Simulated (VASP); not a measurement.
Input of a VASP 6.6.1 run:

File INCAR:

```
SYSTEM = CdS
  PREC = Accurate
  ENCUT = 520
  EDIFF = 1E-6
  ISMEAR = -1
  SIGMA = 0.02
  LREAL = .False.
  LASPH = .True.
  NELM = 60
  ALGO = Normal
  ISIF = 2
  LWAVE = .False.
  LCHARG = .False.
  GGA = PE
  NBANDS = 16
```

Contents of KPOINTS:

```
Automatic mesh
0
Gamma
  7 7 7
  0 0 0
```

The input POSCAR:

```
CdS
1.0
    0.0000000000      2.9232015042      2.9232015042
    2.9232015042      0.0000000000      2.9232015042
    2.9232015042      2.9232015042      0.0000000000
Cd S
1 1
Direct
    0.0000000000      0.0000000000      0.0000000000
    0.7500000000      0.7500000000      0.7500000000
```

Potentials or basis: VASP PAW PBE potentials, release 64 (Cd, S).

Command:

```sh
$ cat potpaw_PBE.64/Cd/POTCAR potpaw_PBE.64/S/POTCAR > POTCAR
$ mpirun -np 1 vasp_std > vasp.out
```

(1) Predict the band gap on the k mesh.

(2) Predict the pressure.

Answers

(1) 1.13 eV, direct.

(2) 2.7 GPa.
